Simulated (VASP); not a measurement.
A run of VASP 6.6.1:

The input INCAR:

```
ALGO = Normal
EDIFF = 1E-6
ENCUT = 520
GGA = PE
ISIF = 2
ISMEAR = 0
LASPH = T
LCHARG = T
LELF = T
LREAL = F
LVHAR = T
LWAVE = F
NBANDS = 16
NELM = 100
PREC = Accurate
SIGMA = 0.1
```

File KPOINTS:

```
k-points
0
Gamma
  6 6 6
```

The input POSCAR:

```
CdH3
1.0
    3.2399858990      0.0000000000      0.0000000000
    0.0000000000      3.2399858990      0.0000000000
    0.0000000000      0.0000000000      3.2399858990
Cd H
1 3
Direct
    0.0000000000      0.0000000000      0.0000000000
    0.0000000000      0.5000000000      0.5000000000
    0.5000000000      0.0000000000      0.5000000000
    0.5000000000      0.5000000000      0.0000000000
```

Potentials or basis: VASP PAW PBE potentials, release 64 (Cd, H).

Run with:

```sh
$ cat potpaw_PBE.64/Cd/POTCAR potpaw_PBE.64/H/POTCAR > POTCAR
$ mpirun -np 1 vasp_std > vasp.out
```

Hardware: 1 thread of Intel Xeon 8259CL, on a shared host.

**Question.** Estimate the wall time of this run.

**Answer.** Run time: 13 s on 1 thread of Intel Xeon 8259CL, with other jobs on the host, peak memory 0.14 GiB. Counts: scf iterations 13, k points 20.
